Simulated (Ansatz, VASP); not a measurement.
GaN: VASP beside Ansatz

Contents of POSCAR:

```
GaN
1.0
   -0.0779636881      2.1709888534      2.1709888534
    2.1709888534     -0.0779636881      2.1709888534
    2.1709888534      2.1709888534     -0.0779636881
Ga N
1 1
Direct
   -0.0033551130     -0.0033551130     -0.0033551130
    0.2533551130      0.2533551130      0.2533551130
```

The input INCAR.step1:

```
PREC = Accurate
ENCUT = 520
ISMEAR = 0
SIGMA = 0.01
LREAL = F
LASPH = T
NELM = 100
NBANDS = 16
GGA = PE
ALGO = Normal
EDIFF = 1E-4
LWAVE = T
LCHARG = F
```

File INCAR.step2:

```
PREC = Accurate
ENCUT = 520
EDIFF = 1E-6
ISMEAR = 0
SIGMA = 0.01
LREAL = F
LASPH = T
NELM = 100
ALGO = Normal
ISIF = 2
LWAVE = F
LCHARG = T
METAGGA = R2SCAN
LMIXTAU = T
LELF = T
LVHAR = T
NBANDS = 16
ISTART = 1
```

Contents of KPOINTS:

```
regular mesh
0
Gamma
  10 10 10
```

Input for Ansatz:

```yaml
crystal:
  lattice:
    - [-0.0779636881, 2.1709888534, 2.1709888534]
    - [2.1709888534, -0.0779636881, 2.1709888534]
    - [2.1709888534, 2.1709888534, -0.0779636881]
  atoms:
    - { symbol: Ga, position: [-0.003355113, -0.003355113, -0.003355113] }
    - { symbol: "N", position: [0.253355113, 0.253355113, 0.253355113] }
kpoints:
  mp_grid: { grid: [10, 10, 10] }
  band_path:
    path:
      - [0.0, 0.0, 0.0]
      - [-0.5, -0.5, 0.0]
      - [-0.375, -0.375, 0.25]
      - [-0.375, 0.0, 0.375]
      - [0.0, 0.0, 0.5]
      - [-0.5, -0.25, 0.25]
    npoints: 1
hamiltonian:
  xc: r2scan
scf:
  occupations: { method: fixed }
  n_extra_bands: 4
output:
  forces: true
  stress: true
  eigenvalues: true
```

Change from the starting cell: shear_111 strain -5.2%.

Alike in both runs: task single point; functional r2SCAN; k mesh 10 × 10 × 10; no spin polarisation.

|  | VASP | Ansatz |
| --- | --- | --- |
| version | VASP 6.6.1 | Ansatz 0.2.0 |
| potentials or method | VASP PAW PBE potentials, release 64 (Ga_d, N) | plane waves, PAW |
| plane-wave cutoff (eV) | 520 | 500 |
| occupations | gaussian, width 0.01 eV | fixed |
| valence electrons in the cell | 18 | 18 |

|  | VASP | Ansatz | Ansatz less VASP |
| --- | --- | --- | --- |
| gap on the k mesh at the Fermi level (eV) | 2.20 | 2.21 | +0.013 |
| pressure (GPa) | 12.9 | 11.6 | -1.28 |
| traceless stress, the component that is largest in VASP (GPa) | 5.70 | 5.71 | +0.010 |
| rms of the force components (eV/Å) | 0.011 | 0.001 | -0.0102 |

VASP's potentials were made for PBE, not for r2SCAN. Atom by atom the forces differ by 0.010 eV/Å (rms over components).
